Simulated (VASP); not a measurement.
CoO, 2 atoms in the cell. The structure is tetragonal, space group I4/mmm (No. 139). Conventional cell: a = 3.016 Å, b = 3.016 Å, c = 4.214 Å, α = 90.00°, β = 90.00°, γ = 90.00°. Within 2.8 Å of Co (site symmetry 4/mmm) lie 6 O at 2.11 to 2.13 Å. Within 2.8 Å of O (site symmetry 4/mmm) lie 6 Co at 2.11 to 2.13 Å. 

```yaml
Program: VASP 6.6.1
Task: single point
Functional: PBEsol
Potentials_or_basis: VASP PAW PBE potentials, release 64 (Co, O)
Cutoff: 520 eV
k_mesh: 10 × 10 × 10
Occupations: fermi-dirac, width 0.05 eV
Spin: collinear spin, zero start
Starting_moments: "[0.0, 0.0] μB"
Fixed_moment: 0 μB
Dipole_correction: no
Further_INCAR_settings: ALGO = Normal; EDIFF = 1e-07; NBANDS = 18
```

Potentials or basis: VASP PAW PBE potentials, release 64 (Co, O).

Launch:

```console
$ cat potpaw_PBE.64/Co/POTCAR potpaw_PBE.64/O/POTCAR > POTCAR
$ mpirun -np 1 vasp_std > vasp.out
```

Hardware: 1 thread of Intel Xeon 8259CL, with other jobs on the host.

Question: How long does it take, and how much memory?

Answer: Run time: 98 s on 1 thread of Intel Xeon 8259CL, with other jobs on the host, peak memory 0.19 GiB. Counts: scf iterations 16, k points 102.
